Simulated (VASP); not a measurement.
# Ir (Fm-3m) in VASP: further runs

Runs on Ir. Level: PBE. Tasks: single point, relaxation of cell and atoms.

Program: VASP 6.6.1. These are calculated values, not measurements. Logs are shortened: lines on timing, memory, paths and dates and some standing lists are left out, and cuts for length are marked.

### 1 The cell of the first run

It takes space group Fm-3m (No. 225, cubic). Conventional cell: a = 3.779 Å, b = 3.779 Å, c = 3.779 Å, α = 90.00°, β = 90.00°, γ = 90.00°. Ir (site symmetry m-3m) has 12 Ir at 2.67 Å within 3.5 Å.

### 2 Single point, PBE

File INCAR:

```
SYSTEM = Ir
  ALGO = Normal
  EDIFF = 1E-6
  ENCUT = 520
  GGA = PE
  ISIF = 2
  ISMEAR = 1
  LASPH = .True.
  LCHARG = .False.
  LREAL = .False.
  LWAVE = .False.
  NBANDS = 10
  NELM = 100
  PREC = Accurate
  SIGMA = 0.2
```

File KPOINTS:

```
k-points
0
Gamma
  15 15 15
  0 0 0
```

File POSCAR:

```
Ir
1.0
    2.6718502188      0.0000000000      0.0000000000
    1.3359251094      2.3138901646      0.0000000000
    1.3359251094      0.7712967215      2.1815565684
Ir
1
Direct
    0.0000000000      0.0000000000      0.0000000000
```

Potentials or basis: VASP PAW PBE potentials, release 64 (Ir).

The run is started by

```bash
> cat potpaw_PBE.64/Ir/POTCAR > POTCAR
> mpirun -np 1 vasp_std > vasp.out
```

OUTCAR:

```text
SYSTEM = Ir
   EDIFF = 1E-6
   ENCUT = 520
   GGA = PE
   ISIF = 2
   ISMEAR = 1
   LASPH = .True.
   LREAL = .False.
   NELM = 100
   PREC = Accurate

 ion  position               nearest neighbor table
   1  0.000  0.000  0.000-

  LATTYP: Found a face centered cubic cell.
 ALAT       =     3.7785668161

  Lattice vectors:

 A1 = (   2.6718502188,   0.0000000000,   0.0000000000)
 A2 = (   1.3359251094,   2.3138901646,   0.0000000000)
 A3 = (   1.3359251094,   0.7712967215,   2.1815565684)

Analysis of symmetry for initial positions (statically):
=====================================================================
 Subroutine PRICEL returns:
 Original cell was already a primitive cell.

 Routine SETGRP: Setting up the symmetry group for a
 face centered cubic supercell.

 Subroutine GETGRP returns: Found 48 space group operations
 (whereof 48 operations were pure point group operations)
 out of a pool of 48 trial point group operations.

The static configuration has the point symmetry O_h .

Analysis of symmetry for dynamics (positions and initial velocities):
=====================================================================
 Subroutine PRICEL returns:
 Original cell was already a primitive cell.

 Routine SETGRP: Setting up the symmetry group for a
 face centered cubic supercell.

 Subroutine GETGRP returns: Found 48 space group operations
 (whereof 48 operations were pure point group operations)
 out of a pool of 48 trial point group operations.

The dynamic configuration has the point symmetry O_h .

 Subroutine INISYM returns: Found 48 space group operations
 (whereof 48 operations are pure point group operations),
 and found     1 'primitive' translations

----------------------------------------------------------------------------------------

                                     Primitive cell

  volume of cell :      13.4872

  direct lattice vectors                    reciprocal lattice vectors
     2.671850219  0.000000000  0.000000000     0.374272477 -0.216086315 -0.152796099
     1.335925109  2.313890165  0.000000000     0.000000000  0.432172631 -0.152796099
     1.335925109  0.771296721  2.181556568     0.000000000  0.000000000  0.458388297

  length of vectors
     2.671850219  2.671850219  2.671850219     0.458388297  0.458388297  0.458388297

  position of ions in fractional coordinates (direct lattice)
     0.000000000  0.000000000  0.000000000

  ion indices of the primitive-cell ions
   primitive index   ion index
                 1           1

----------------------------------------------------------------------------------------

 KPOINTS: k-points

Automatic generation of k-mesh.
 Grid dimensions read from file:
 generate k-points for:   15   15   15

 Generating k-lattice:

  Cartesian coordinates                     Fractional coordinates (reciprocal lattice)
     0.024951498 -0.014405754 -0.010186407     0.066666667  0.000000000 -0.000000000
     0.000000000  0.028811509 -0.010186407     0.000000000  0.066666667  0.000000000
     0.000000000  0.000000000  0.030559220     0.000000000  0.000000000  0.066666667

  Length of vectors
     0.030559220  0.030559220  0.030559220

  Shift w.r.t. Gamma in fractional coordinates (k-lattice)
     0.000000000  0.000000000  0.000000000

 Subroutine IBZKPT returns following result:
 ===========================================

 Found    120 irreducible k-points:

 Following reciprocal coordinates:
            Coordinates               Weight
  0.000000  0.000000  0.000000      1.000000
  0.066667  0.000000  0.000000      8.000000
  0.133333  0.000000  0.000000      8.000000
  0.200000  0.000000  0.000000      8.000000
  0.266667  0.000000  0.000000      8.000000
  0.333333  0.000000 -0.000000      8.000000
[... 16 lines left out ...]
  0.133333  0.133333 -0.000000      6.000000
  0.200000  0.133333 -0.000000     24.000000
 [... further k-points ...]
   k-points           NKPTS =    120   k-points in BZ     NKDIM =    120   number of bands    NBANDS=     10
   number of dos      NEDOS =    301   number of ions     NIONS =      1
   total plane-waves  NPLWV =   8000
   dimension x,y,z NGX =    20 NGY =   20 NGZ =   20
   dimension x,y,z NGXF=    40 NGYF=   40 NGZF=   40
   ions per type =               1
   NGX,Y,Z   is equivalent  to a cutoff of  12.44, 12.44, 12.44 a.u.
   NGXF,Y,Z  is equivalent  to a cutoff of  24.89, 24.89, 24.89 a.u.
 SYSTEM =  Ir
   PREC   = accura    normal or accurate (medium, high low for compatibility)
   ISTART =      0    job   : 0-new  1-cont  2-samecut
   ICHARG =      2    charge: 1-file 2-atom 10-const
   ISPIN  =      1    spin polarized calculation?
   LNONCOLLINEAR =      F non collinear calculations
   LSORBIT =      F    spin-orbit coupling
   LASPH  =      T    aspherical Exc in radial PAW
   ENCUT  =  520.0 eV  38.22 Ry    6.18 a.u.   4.97  4.97  4.97*2*pi/ulx,y,z
   NELM   =    100;   NELMIN=  2; NELMDL= -5     # of ELM steps
   EDIFF  = 0.1E-05   stopping-criterion for ELM
   LREAL  =      F    real-space projection
   EDIFFG = 0.1E-04   stopping-criterion for IOM
   NSW    =      0    number of steps for IOM
   IBRION =     -1    ionic relax: 0-MD 1-quasi-New 2-CG
   NFREE  =      0    steps in history (QN), initial steepest desc. (CG)
   ISIF   =      2    stress and relaxation
   ISYM   =      2    0-nonsym 1-usesym 2-fastsym
   POTIM  = 0.5000    time-step for ionic-motion
   TEBEG  =    0.0;   TEEND  =   0.0 temperature during run
   PSTRESS=    0.0 pullay stress
   NELECT =       9.0000    total number of electrons
   NUPDOWN=      -1.0000    fix difference up-down
   EMIN   =  10.00;   EMAX   =-10.00  energy-range for DOS
   EFERMI =   0.00;   METHOD = LEGACY
   ISMEAR =     1;   SIGMA  =   0.20  broadening in eV -4-tet -1-fermi 0-gaus
   EFERMI_NEDOS =   21; number of points for ismear=-14 and -15
   IALGO  =     38    algorithm
   IMIX   =      4    mixing-type and parameters
     AMIX     =   0.40;   BMIX     =  1.00
     AMIX_MAG =   1.60;   BMIX_MAG =  1.00
  volume/ion in A,a.u.               =      13.49        91.02
  Fermi-wavevector in a.u.,A,eV,Ry     =   1.430590  2.703423 27.845522  2.046588
  Thomas-Fermi vector in A             =   2.550419
   LORBIT       =      0    0 simple, 1 ext, 2 COOP (PROOUT), +10 PAW based schemes
   GGA     = PE    functional components
   LHFCALC =     F    Hartree Fock is set to
   AEXX    =    0.0000 exact exchange contribution
   IVDW    =     0    specifies the selected vdW correction
   LEPSILON=     F    determine dielectric tensor
   LRPA    =     F    only Hartree local field effects (RPA)
 non-spin polarized calculation
 Methfessel and Paxton  Order N= 1 SIGMA  =   0.20
  energy-cutoff  :      520.00
  volume of cell :       13.49
 maximum number of plane-waves:       375
   NGX =  9   NGY =  9   NGZ =  9

 number of electron       9.0000001 magnetization

 Free energy of the ion-electron system (eV)
  ---------------------------------------------------
  ext. energy  EPLUGINS =         0.00000000
  ---------------------------------------------------
  free energy    TOTEN  =        -8.76312505 eV

  energy without entropy =       -8.76171600  energy(sigma->0) =       -8.76265537

 E-fermi :  11.3273     XC(G=0): -14.2746

 val. band max:       11.3234110081   @ k =  -0.3333   0.2667   0.0667
 cond. band min:      11.3474928469   @ k =  -0.3333   0.2000   0.0667
 fundamental gap:      0.0240818388
 Fermi energy:        11.3273170883

 k-point     1 :       0.0000    0.0000    0.0000
  band No.  band energies     occupation
      1      -0.3860      2.00000
      2       7.0764      2.00000
      3       7.0764      2.00000
      4       7.0764      2.00000
      5       9.9782      2.00000
      6       9.9782      2.00000
      7      25.4744      0.00000
      8      31.3516      0.00000
      9      31.3516      0.00000
     10      31.3516      0.00000

 k-point     2 :       0.0667    0.0000    0.0000
  band No.  band energies     occupation
      1      -0.1782      2.00000
      2       6.9625      2.00000
      3       7.1678      2.00000
      4       7.1678      2.00000
      5       9.9174      2.00000
      6       9.9174      2.00000
      7      25.8415      0.00000
      8      30.3174      0.00000
      9      31.7012      0.00000
     10      31.7012      0.00000

 k-point     3 :       0.1333    0.0000    0.0000
  band No.  band energies     occupation
      1       0.4115      2.00000
      2       6.6937      2.00000
      3       7.3890      2.00000
      4       7.3890      2.00000
      5       9.8084      2.00000
      6       9.8084      2.00000
      7      26.7953      0.00000
      8      28.5063      0.00000
      9      32.7049      0.00000
     10      32.7049      0.00000

 k-point     4 :       0.2000    0.0000    0.0000
  band No.  band energies     occupation
      1       1.2584      2.00000
      2       6.4761      2.00000
      3       7.5645      2.00000
      4       7.5645      2.00000
      5       9.8700      2.00000
      6       9.8700      2.00000
      7      26.5203      0.00000
      8      28.0723      0.00000
      9      34.2305      0.00000
     10      34.2305      0.00000
[... 222 lines left out ...]
 k-point    22 :      -0.0667    0.0667   -0.0000
  band No.  band energies     occupation
      1       0.1589      2.00000
      2       6.7590      2.00000
      3       7.2954      2.00000
      4       7.3557      2.00000
      5       9.6599      2.00000
      6      10.0125      2.00000
      7      26.4192      0.00000
      8      29.4281      0.00000
      9      31.6025      0.00000
     10      32.5767      0.00000

 k-point    23 :       0.1333    0.1333   -0.0000
  band No.  band energies     occupation
      1       0.6851      2.00000
      2       6.2822      2.00000
      3       7.7105      2.00000
      4       7.7105      2.00000
      5       9.0583      2.00000
      6      10.3042      2.00000
      7      27.3495      0.00000
      8      29.6568      0.00000
      9      31.6800      0.00000
     10      31.6800      0.00000

 k-point    24 :       0.2000    0.1333   -0.0000
  band No.  band energies     occupation
      1       1.3431      2.00000
      2       5.9407      2.00000
      3       7.9123      2.00000
      4       8.0216      2.00000
      5       8.8679      2.00000
      6      10.4797      2.00000
      7      28.3747      0.00000
      8      28.5767      0.00000
      9      31.8660      0.00000
     10      32.3821      0.00000

 [... further k-points ...]

------------------------ aborting loop because EDIFF is reached ----------------------------------------

  FORCE on cell =-STRESS in cart. coord.  units (eV):
  Direction    XX          YY          ZZ          XY          YZ          ZX
  --------------------------------------------------------------------------------------
  -------------------------------------------------------------------------------------
  Total        2.6052696      2.6052696      2.6052696      0.0000000     -0.0000000     -0.0000000
  in kB      309.4866502    309.4866502    309.4866502      0.0000000     -0.0000000     -0.0000000
  external PRESSURE =     309.4866502 kB  Pullay stress =       0.0000000 kB

 VOLUME and BASIS-vectors are now :
 -----------------------------------------------------------------------------
  energy-cutoff  :      520.00
  volume of cell :       13.49
      direct lattice vectors                 reciprocal lattice vectors
     2.671850219  0.000000000  0.000000000     0.374272477 -0.216086315 -0.152796099
     1.335925109  2.313890165  0.000000000     0.000000000  0.432172631 -0.152796099
     1.335925109  0.771296721  2.181556568     0.000000000  0.000000000  0.458388297

 POSITION                                       TOTAL-FORCE (eV/Angst)
 -----------------------------------------------------------------------------------
      0.00000      0.00000      0.00000         0.000000      0.000000      0.000000
 -----------------------------------------------------------------------------------
    total drift:                               -0.000000      0.000000      0.000000

  FREE ENERGIE OF THE ION-ELECTRON SYSTEM (eV)
  ---------------------------------------------------
  free  energy   TOTEN  =        -8.7631250544 eV

  energy  without entropy=       -8.7617159997  energy(sigma->0) =       -8.76265537
```

It took 22 s on 1 thread of Intel Xeon 8259CL, shared host; peak memory 0.14 GiB.

Results:

```yaml
Free_energy: -8.7631 eV
Pressure: 30.9 GPa
```

Caveat: spin-orbit coupling is left out, which moves the levels of the heavy elements.

(Continued in part 2 of 2.)
